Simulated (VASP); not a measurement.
Input of a VASP 6.6.1 run:

The input INCAR:

```
PREC     = Accurate       # precision mode
ENCUT    = 500            # plane-wave cutoff, eV
EDIFF    = 1E-7           # SCF threshold, eV
ISMEAR   = -1             # smearing method
SIGMA    = 0.05           # smearing width, eV
LREAL    = False          # projectors in reciprocal space
LASPH    = True           # aspherical terms in the spheres
NELM     = 120            # most SCF steps
ALGO     = Normal         # electronic algorithm
ISIF     = 3              # what is computed and relaxed
LWAVE    = False          # write WAVECAR
LCHARG   = False          # write CHGCAR
GGA      = PS             # functional
IBRION   = 2              # ionic algorithm
NSW      = 60             # ionic steps
EDIFFG   = -0.005         # ionic threshold
PSTRESS  = 21.0         
GGA_COMPAT= False        
NELMIN   = 4
```

File KPOINTS:

```
regular mesh
0
Gamma
  8 8 5
```

The input POSCAR:

```
BiMo
1.0
    4.1841847651      0.0000000000      0.0000000000
   -2.0920923826      3.6236103007      0.0000000000
    0.0000000000      0.0000000000      6.8202211672
Mo Bi
2 2
Direct
    0.3333333333      0.6666666667      0.0000000000
    0.6666666667      0.3333333333      0.5000000000
    0.3333333333      0.6666666667      0.3760000000
    0.6666666667      0.3333333333      0.8760000000
```

Potentials or basis: VASP PAW PBE potentials, release 64 (Mo_sv, Bi_d).

The run is started by

```console
$ cat potpaw_PBE.64/Mo_sv/POTCAR potpaw_PBE.64/Bi_d/POTCAR > POTCAR
$ mpirun -np 1 vasp_std > vasp.out
```

Predict the band gap on the k mesh.

zero (bands 29 and 30 overlap by 1.40 eV).

What does it give for the space group after relaxing (to 0.1 Å)?

P6_3mc (No. 186).

Predict the relaxed volume.

21.36 Å³/atom.

Step by step:
```tsv
step	energy change (eV)	largest force (eV/Å)	pressure (GPa)	volume (Å³)
1	0.0000	0.2050	16.81	103.41
3	-0.8081	0.0434	1.59	118.93
5	-0.7970	0.0497	2.23	118.00
7	-0.7990	0.0102	2.23	117.98
9	-0.8114	0.2690	2.15	117.82
11	-0.8141	0.5289	2.07	117.71
13	-0.8137	0.6068	2.04	117.68
15	-0.8138	0.6104	2.04	117.68
17	-0.8143	0.6249	2.03	117.67
19	-0.8160	0.6857	1.98	117.65
21	-0.8189	0.9553	1.77	117.55
23	-0.8388	1.0399	1.52	117.46
25	-0.9365	1.5589	0.12	116.91
27	-1.0253	2.7845	-2.39	115.66
29	-1.1292	3.6183	-5.64	114.01
31	-1.5276	3.2068	-7.59	111.91
33	-2.8247	2.2711	-12.57	100.56
35	-3.2318	2.0644	-9.55	93.80
37	-3.6734	1.5591	6.18	81.80
39	-3.7841	1.2286	4.43	82.71
41	-3.9484	0.1233	4.18	83.62
43	-4.0255	0.0386	0.78	86.10
45	-4.0216	0.0045	2.03	85.45
46	-4.0213	0.0028	2.09	85.42
```

Caveat: the cell is relaxed towards a set pressure, so the run minimises the enthalpy, not the energy; the volume moved by over 15 % at a fixed basis, so the end points are rough; the PAW data sets were made with another functional, which shifts forces and pressure a little; spin-orbit coupling is left out, which moves the levels of the heavy elements.
